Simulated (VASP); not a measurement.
# MoS2 (P-6m2) in VASP: further runs, part 2 of 2

VASP 6.6.1.

**4. Single point, PBE+D3(BJ) (c/a of the conventional cell at fixed volume 2.2786)**

INCAR

```
SYSTEM = MoS2
ALGO     = Normal         ! electronic algorithm
EDIFF    = 1E-6           ! SCF threshold, eV
ENCUT    = 500            ! plane-wave cutoff, eV
GGA      = PE             ! functional
GGA_COMPAT= .False.      
ISIF     = 2              ! what is computed and relaxed
ISMEAR   = 0              ! smearing method
IVDW     = 12             ! dispersion correction
LASPH    = .True.         ! aspherical terms in the spheres
LCHARG   = .False.        ! write CHGCAR
LREAL    = .False.        ! projectors in reciprocal space
LWAVE    = .False.        ! write WAVECAR
NBANDS   = 20             ! bands
NELM     = 120            ! most SCF steps
PREC     = Accurate       ! precision mode
SIGMA    = 0.05           ! smearing width, eV
```

KPOINTS

```
k-points
0
Gamma
  12 12 4
  0 0 0
```

POSCAR

```
MoS2
1.0
    3.0696848962      0.0000000000      0.0000000000
   -1.5348424481      2.6584251017      0.0000000000
    0.0000000000      0.0000000000      6.9945840045
Mo S
1 2
Direct
    0.0000000000      0.0000000000      0.0000000000
    0.3333333333      0.6666666667      0.2232580192
    0.3333333333      0.6666666667      0.7767419808
```

Potentials or basis: VASP PAW PBE potentials, release 64 (Mo_sv, S).

On the command line:

```
> cat potpaw_PBE.64/Mo_sv/POTCAR potpaw_PBE.64/S/POTCAR > POTCAR
> mpirun -np 1 vasp_std > vasp.out
```

OUTCAR:

```text
SYSTEM = MoS2
   EDIFF = 1E-6
   ENCUT = 500
   GGA = PE
   ISIF = 2
   ISMEAR = 0
   IVDW = 12
   LASPH = .True.
   LREAL = .False.
   NELM = 120
   PREC = Accurate
 IVDW          = 12

 ion  position               nearest neighbor table
   1  0.000  0.000  0.000-   2 2.36   3 2.36   2 2.36   3 2.36   2 2.36   3 2.36
   2  0.333  0.667  0.223-   1 2.36   1 2.36   1 2.36
   3  0.333  0.667  0.777-   1 2.36   1 2.36   1 2.36

  LATTYP: Found a hexagonal cell.
 ALAT       =     3.0696848962
 C/A-ratio  =     2.2786000000

  Lattice vectors:

 A1 = (   3.0696848962,   0.0000000000,   0.0000000000)
 A2 = (  -1.5348424481,   2.6584251017,   0.0000000000)
 A3 = (   0.0000000000,   0.0000000000,   6.9945840045)

Analysis of symmetry for initial positions (statically):
=====================================================================
 Subroutine PRICEL returns:
 Original cell was already a primitive cell.

 Routine SETGRP: Setting up the symmetry group for a
 hexagonal supercell.

 Subroutine GETGRP returns: Found 12 space group operations
 (whereof 12 operations were pure point group operations)
 out of a pool of 24 trial point group operations.

The static configuration has the point symmetry D_3h.

Analysis of symmetry for dynamics (positions and initial velocities):
=====================================================================
 Subroutine PRICEL returns:
 Original cell was already a primitive cell.

 Routine SETGRP: Setting up the symmetry group for a
 hexagonal supercell.

 Subroutine GETGRP returns: Found 12 space group operations
 (whereof 12 operations were pure point group operations)
 out of a pool of 24 trial point group operations.

The dynamic configuration has the point symmetry D_3h.

 Subroutine INISYM returns: Found 12 space group operations
 (whereof 12 operations are pure point group operations),
 and found     1 'primitive' translations

----------------------------------------------------------------------------------------

                                     Primitive cell

  volume of cell :      57.0795

  direct lattice vectors                    reciprocal lattice vectors
     3.069684896  0.000000000  0.000000000     0.325766336  0.188081282  0.000000000
    -1.534842448  2.658425102  0.000000000     0.000000000  0.376162563  0.000000000
     0.000000000  0.000000000  6.994584005     0.000000000  0.000000000  0.142967759

  length of vectors
     3.069684896  3.069684896  6.994584005     0.376162563  0.376162563  0.142967759

  position of ions in fractional coordinates (direct lattice)
     0.000000000  0.000000000  0.000000000
     0.333333333  0.666666667  0.223258019
     0.333333333  0.666666667  0.776741981

  ion indices of the primitive-cell ions
   primitive index   ion index
                 1           1
                 2           2
                 3           3

----------------------------------------------------------------------------------------

 KPOINTS: k-points

Automatic generation of k-mesh.
 Grid dimensions read from file:
 generate k-points for:   12   12    4

 Generating k-lattice:

  Cartesian coordinates                     Fractional coordinates (reciprocal lattice)
     0.027147195  0.015673440  0.000000000     0.083333333  0.000000000  0.000000000
     0.000000000  0.031346880  0.000000000     0.000000000  0.083333333  0.000000000
     0.000000000  0.000000000  0.035741940     0.000000000  0.000000000  0.250000000

  Length of vectors
     0.031346880  0.031346880  0.035741940

  Shift w.r.t. Gamma in fractional coordinates (k-lattice)
     0.000000000  0.000000000  0.000000000

 Subroutine IBZKPT returns following result:
 ===========================================

 Found     57 irreducible k-points:

 Following reciprocal coordinates:
            Coordinates               Weight
  0.000000  0.000000  0.000000      1.000000
  0.083333 -0.000000  0.000000      6.000000
  0.166667 -0.000000  0.000000      6.000000
  0.250000 -0.000000  0.000000      6.000000
  0.333333 -0.000000  0.000000      6.000000
  0.416667 -0.000000  0.000000      6.000000
[... 16 lines left out ...]
  0.250000 -0.000000  0.250000     12.000000
  0.333333 -0.000000  0.250000     12.000000
 [... further k-points ...]
   k-points           NKPTS =     57   k-points in BZ     NKDIM =     57   number of bands    NBANDS=     20
   number of dos      NEDOS =    301   number of ions     NIONS =      3
   total plane-waves  NPLWV =  31104
   dimension x,y,z NGX =    24 NGY =   24 NGZ =   54
   dimension x,y,z NGXF=    48 NGYF=   48 NGZF=  108
   ions per type =               1   2
   NGX,Y,Z   is equivalent  to a cutoff of  13.00, 13.00, 12.83 a.u.
   NGXF,Y,Z  is equivalent  to a cutoff of  26.00, 26.00, 25.67 a.u.
 SYSTEM =  MoS2
   PREC   = accura    normal or accurate (medium, high low for compatibility)
   ISTART =      0    job   : 0-new  1-cont  2-samecut
   ICHARG =      2    charge: 1-file 2-atom 10-const
   ISPIN  =      1    spin polarized calculation?
   LNONCOLLINEAR =      F non collinear calculations
   LSORBIT =      F    spin-orbit coupling
   LASPH  =      T    aspherical Exc in radial PAW
   ENCUT  =  500.0 eV  36.75 Ry    6.06 a.u.   5.60  5.60 12.75*2*pi/ulx,y,z
   NELM   =    120;   NELMIN=  2; NELMDL= -5     # of ELM steps
   EDIFF  = 0.1E-05   stopping-criterion for ELM
   LREAL  =      F    real-space projection
   EDIFFG = 0.1E-04   stopping-criterion for IOM
   NSW    =      0    number of steps for IOM
   IBRION =     -1    ionic relax: 0-MD 1-quasi-New 2-CG
   NFREE  =      0    steps in history (QN), initial steepest desc. (CG)
   ISIF   =      2    stress and relaxation
   ISYM   =      2    0-nonsym 1-usesym 2-fastsym
   POTIM  = 0.5000    time-step for ionic-motion
   TEBEG  =    0.0;   TEEND  =   0.0 temperature during run
   PSTRESS=    0.0 pullay stress
   NELECT =      26.0000    total number of electrons
   NUPDOWN=      -1.0000    fix difference up-down
   EMIN   =  10.00;   EMAX   =-10.00  energy-range for DOS
   EFERMI =   0.00;   METHOD = LEGACY
   ISMEAR =     0;   SIGMA  =   0.05  broadening in eV -4-tet -1-fermi 0-gaus
   EFERMI_NEDOS =   21; number of points for ismear=-14 and -15
   IALGO  =     38    algorithm
   IMIX   =      4    mixing-type and parameters
     AMIX     =   0.40;   BMIX     =  1.00
     AMIX_MAG =   1.60;   BMIX_MAG =  1.00
  volume/ion in A,a.u.               =      19.03       128.40
  Fermi-wavevector in a.u.,A,eV,Ry     =   1.259619  2.380335 21.587552  1.586640
  Thomas-Fermi vector in A             =   2.393170
   LORBIT       =      0    0 simple, 1 ext, 2 COOP (PROOUT), +10 PAW based schemes
   GGA     = PE    functional components
   LHFCALC =     F    Hartree Fock is set to
   AEXX    =    0.0000 exact exchange contribution
   IVDW    =    12    specifies the selected vdW correction
   LEPSILON=     F    determine dielectric tensor
   LRPA    =     F    only Hartree local field effects (RPA)
 non-spin polarized calculation
 Gauss-broadening in eV      SIGMA  =   0.05
  energy-cutoff  :      500.00
  volume of cell :       57.08
 maximum number of plane-waves:      1490
 NGX is ok and might be reduce to    24
   NGX = 11   NGY = 11   NGZ = 25

 number of electron      25.9999997 magnetization

 Free energy of the ion-electron system (eV)
  ---------------------------------------------------
  ext. energy  EPLUGINS =         0.00000000
  ---------------------------------------------------
  free energy    TOTEN  =       -21.68385431 eV

  energy without entropy =      -21.68385431  energy(sigma->0) =      -21.68385431

 E-fermi :   6.3148     XC(G=0): -10.1606

 val. band max:        6.1113820961   @ k =   0.0000   0.0000   0.5000
 cond. band min:       7.7241322283   @ k =   0.1667   0.1667   0.0000
 fundamental gap:      1.6127501322
 Fermi energy:         6.3148056171

 k-point     1 :       0.0000    0.0000    0.0000
  band No.  band energies     occupation
      1     -54.7075      2.00000
      2     -28.9429      2.00000
      3     -28.5902      2.00000
      4     -28.5902      2.00000
      5      -8.5172      2.00000
      6      -7.0632      2.00000
[... 12 lines left out ...]
     19      13.4718      0.00000
[... 513 lines left out ...]
      4     -28.6833      2.00000
      5      -6.9404      2.00000
      6      -6.4759      2.00000
[... 12 lines left out ...]
     19      14.1674      0.00000
     20      14.8846      0.00000

 [... further k-points ...]

------------------------ aborting loop because EDIFF is reached ----------------------------------------

 Edisp (eV)   -1.20498

 E8    (eV) :    -0.4887

  FORCE on cell =-STRESS in cart. coord.  units (eV):
  Direction    XX          YY          ZZ          XY          YZ          ZX
  --------------------------------------------------------------------------------------
  -------------------------------------------------------------------------------------
  Total       3.18729     3.18729     1.71396     0.00000    -0.00000    -0.00000
  in kB      89.46463    89.46463    48.10966     0.00000    -0.00000    -0.00000
  external pressure =       75.68 kB  Pullay stress =        0.00 kB

 VOLUME and BASIS-vectors are now :
 -----------------------------------------------------------------------------
  energy-cutoff  :      500.00
  volume of cell :       57.08
      direct lattice vectors                 reciprocal lattice vectors
     3.069684896  0.000000000  0.000000000     0.325766336  0.188081282  0.000000000
    -1.534842448  2.658425102  0.000000000     0.000000000  0.376162563  0.000000000
     0.000000000  0.000000000  6.994584005     0.000000000  0.000000000  0.142967759

 POSITION                                       TOTAL-FORCE (eV/Angst)
 -----------------------------------------------------------------------------------
      0.00000      0.00000      0.00000         0.000000      0.000000     -0.000000
     -0.00000      1.77228      1.56160        -0.000000      0.000000      0.739204
     -0.00000      1.77228      5.43299        -0.000000     -0.000000     -0.739204
 -----------------------------------------------------------------------------------
    total drift:                                0.000000     -0.000000     -0.000000

  FREE ENERGIE OF THE ION-ELECTRON SYSTEM (eV)
  ---------------------------------------------------
  free  energy   TOTEN  =       -22.8888304941 eV

  energy  without entropy=      -22.8888304941  energy(sigma->0) =      -22.88883049
```

It took 43 s on 1 thread of Intel Xeon 6975P-C, shared host; peak memory 0.22 GiB.

What came out:

```yaml
Free_energy: -22.8888 eV
Pressure: 7.6 GPa
Largest_force: 0.739 eV/Å
Band_gap_on_the_k_mesh: 1.61 eV, indirect (least direct gap 2.04 eV)
Dispersion_energy_per_atom: -0.402 eV
```

Forces on the atoms (eV/Å):
```
Mo   0.000  0.000  0.000
S    0.000  0.000  0.739
S    0.000  0.000 -0.739
```

**5. Overview**

| cell | gap on the mesh (eV) | pressure (GPa) | largest force (eV/Å) |
| --- | --- | --- | --- |
| a = 3.149, b = 3.149, c = 6.645 Å, angles 90.0, 90.0, 120.0°, 3 atoms | none | 29.8 | 6.50 |
| a = 3.208, b = 3.208, c = 6.406 Å, angles 90.0, 90.0, 120.0°, 3 atoms | 0.89 | -6.2 | 0.95 |
| a = 3.070, b = 3.070, c = 6.995 Å, angles 90.0, 90.0, 120.0°, 3 atoms | 1.61 | 7.6 | 0.74 |

Alike in all rows: task single point; level PBE+D3(BJ); potentials or basis VASP PAW PBE potentials, release 64 (Mo_sv, S); no spin polarisation; k mesh 12 × 12 × 4; cutoff (eV) 500; smearing gaussian 0.05 eV.

Caveats: forces of over 1 eV/Å act on the atoms, so gaps and moduli don't describe the material at rest (some runs).

Total energies depend on the potentials used, so only differences within one code and one set of settings carry meaning.
